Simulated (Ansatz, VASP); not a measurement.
Given: the input of a run of Ansatz 0.2.0 on Pb.

File input:

```
crystal:
  lattice:
    - [-1.9392470115, 1.9392470115, 1.9392470115]
    - [1.9392470115, -1.9392470115, 1.9392470115]
    - [1.9392470115, 1.9392470115, -1.9392470115]
  atoms:
    - { symbol: Pb, position: [0.0, 0.0, 0.0] }
hamiltonian:
  xc: hse06
  pseudopotentials: { kind: paw }
kpoints:
  mp_grid: { grid: [6, 6, 6] }
scf:
  occupations: { method: fermi_dirac, width: 0.05 }
output:
  forces: true
  stress: true
  eigenvalues: true
```

Task: Translate it to VASP 6.6.1. Potentials there: VASP PAW PBE potentials, release 64 (Pb_d).

Result: As run (the cutoff follows the program's own potentials):

POSCAR

```
Pb
1.0
   -1.9392470115      1.9392470115      1.9392470115
    1.9392470115     -1.9392470115      1.9392470115
    1.9392470115      1.9392470115     -1.9392470115
Pb
1
Direct
    0.0000000000      0.0000000000      0.0000000000
```

The input INCAR.step1:

```
SYSTEM = Pb
PREC     = Accurate       ! precision mode
ENCUT    = 520            ! plane-wave cutoff, eV
EDIFF    = 1E-5           ! SCF threshold, eV
ISMEAR   = -1             ! smearing method
SIGMA    = 0.05           ! smearing width, eV
LREAL    = .FALSE.        ! projectors in reciprocal space
LASPH    = .TRUE.         ! aspherical terms in the spheres
NELM     = 100            ! most SCF steps
ALGO     = Normal         ! electronic algorithm
ISIF     = 2              ! what is computed and relaxed
LWAVE    = .TRUE.         ! write WAVECAR
LCHARG   = .FALSE.        ! write CHGCAR
GGA      = PE             ! functional
NBANDS   = 13             ! bands
```

Contents of INCAR.step2:

```
SYSTEM = Pb
PREC     = Accurate       ! precision mode
ENCUT    = 520            ! plane-wave cutoff, eV
EDIFF    = 1E-7           ! SCF threshold, eV
ISMEAR   = -1             ! smearing method
SIGMA    = 0.05           ! smearing width, eV
LREAL    = .FALSE.        ! projectors in reciprocal space
LASPH    = .TRUE.         ! aspherical terms in the spheres
NELM     = 100            ! most SCF steps
ALGO     = Normal         ! electronic algorithm
ISIF     = 2              ! what is computed and relaxed
LWAVE    = .FALSE.        ! write WAVECAR
LCHARG   = .FALSE.        ! write CHGCAR
GGA      = PE             ! functional
LHFCALC  = .TRUE.         ! exact exchange
HFSCREEN = 0.2079         ! screening, 1/A
PRECFOCK = Normal       
ISTART   = 1            
NBANDS   = 13             ! bands
```

Contents of KPOINTS:

```
regular mesh
0
G
  6 6 6
  0 0 0
```

Potentials or basis: VASP PAW PBE potentials, release 64 (Pb_d).

The run is started by

```sh
$ cat potpaw_PBE.64/Pb_d/POTCAR > POTCAR
$ cp INCAR.step1 INCAR
$ mpirun -np 1 vasp_std > vasp.out
$ cp INCAR.step2 INCAR
$ mpirun -np 1 vasp_std > vasp.out
```

Both were run:

|  | VASP | Ansatz | Ansatz less VASP |
| --- | --- | --- | --- |
| gap on the k mesh at the Fermi level (eV) | none | none | - |
| pressure (GPa) | 2.4 | 2.5 | +0.03 |

A gap of «none» marks a metal or a gap that the smearing closes. The functional is the same, so the differences come from potentials, cutoffs and numerics.

The k mesh is coarse, so the values compare programs but aren't converged. Neither program's run includes spin-orbit coupling.
